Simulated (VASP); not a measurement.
Si5N:

```
Si N
1.0
     0.00000    3.68815    3.68815
     3.68815    0.00000    3.68815
     3.68815    3.68815    0.00000
Si N
5 1
Cartesian
  1.2201 1.2201 1.2201
  2.4681 2.4681 1.2201
  2.4681 1.2201 2.4681
  1.2201 2.4681 2.4681
  3.6881 3.6881 3.6881
  5.5322 5.5322 5.5322
```

| Property | Result |
| --- | --- |
| Program | VASP 6.6.1 |
| Task | relaxation of cell and atoms |
| Functional | PBE |
| Potentials or basis | VASP PAW PBE potentials, release 64 (Si, N) |
| Cutoff | 600 eV |
| k mesh | 4 × 4 × 4 |
| Occupations | gaussian, width 0.1 eV |
| Spin | collinear spin, ferromagnetic start |
| Starting moments | [0.0, 0.0, 0.0, 0.0, 0.0, 1.0] μB |

At the start: pressure 70.8 GPa; volume 16.72 Å³/atom.

**Question.** How do energy, volume and symmetry change on relaxing?

**Answer.** Over 11 steps the energy falls by 3581.3 meV/atom and the volume is 14.22 Å³/atom (-15.0 %); space group F-43m (No. 216, to 0.05 Å); moment 0.01 μB per cell.

Step by step:
```
step  energy change (eV)  largest force (eV/Å)  pressure (GPa)  volume (Å³)
   1              0.0000               35.3344           70.78       100.34
   2            413.8344              485.5748          216.72       250.40
   3            -20.1298                0.3973          -13.14       110.20
   4            -20.1733                0.3377          -13.13       109.78
   5            -20.5327                0.5240          -11.77       104.99
   6            -20.5764                1.1345          -10.27       102.64
   7            -20.5774                1.0446          -10.50       102.95
   8            -21.3699                0.6072           -4.75        90.44
   9            -21.4873                0.0736            0.37        84.77
  10            -21.4872                0.1158           -0.01        85.11
  11            -21.4879                0.0103           -0.22        85.30
```

Final structure:
```yaml
crystal:
  lattice:
    - [0.00000, 3.49380, 3.49380]
    - [3.49380, 0.00000, 3.49380]
    - [3.49380, 3.49380, 0.00000]
  atoms:
    - { symbol: Si, position: [0.12429, 0.12429, 0.12429] }
    - { symbol: Si, position: [0.12429, 0.12429, 0.62713] }
    - { symbol: Si, position: [0.12429, 0.62713, 0.12429] }
    - { symbol: Si, position: [0.62713, 0.12429, 0.12429] }
    - { symbol: Si, position: [0.50000, 0.50000, 0.50000] }
    - { symbol: N, position: [0.75000, 0.75000, 0.75000] }
```

Caveat: the k points lie up to 0.39 Å⁻¹ apart in the final cell.
